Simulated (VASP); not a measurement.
# PbS: single point with RPBE+D3(BJ)

The system is PbS.

```xyz
2
Lattice="3.5566 0.0000 0.0000 -1.7783 3.0801 0.0000 0.0000 0.0000 3.7632" Properties=species:S:1:pos:R:3 pbc="T T T"
Pb    0.0000    0.0000    0.0000
S     1.7783    1.0267    1.8816
```

```
Program                : VASP 6.6.1
Task                   : single point
Functional             : RPBE
Dispersion             : D3(BJ)
Potentials or basis    : VASP PAW PBE potentials, release 64 (Pb_d, S)
Cutoff                 : 520 eV
k mesh                 : 8 × 8 × 7
Occupations            : fermi-dirac, width 0.05 eV
Spin                   : no spin polarisation
Dipole correction      : no
Further INCAR settings : ALGO = Normal; EDIFF = 1e-06; NBANDS = 17
```

```yaml
Pressure: -0.2 GPa
Band_gap_on_the_k_mesh: zero (bands 10 and 11 overlap by 1.76 eV)
Dispersion_energy_per_atom: -2.244 eV
```

Levels at points of the mesh, in eV from the Fermi level:
```tsv
k point	band 7	band 8	band 9	band 10	band 11	band 12	band 13	band 14
(0.00, 0.00, 0.00)	-5.87	-4.20	-1.54	-1.54	4.77	4.93	4.93	8.29
(0.50, 0.00, 0.00)	-9.11	-3.09	-2.28	-1.93	1.39	3.36	4.92	6.77
```

It took 24 s on 1 thread of Intel(R) Xeon(R) Platinum 8488C (Sapphire Rapids), on a shared host, peak memory 0.18 GiB.

Caveat: the PAW data sets were made with another functional, which shifts forces and pressure a little; spin-orbit coupling is left out, which moves the levels of the heavy elements.
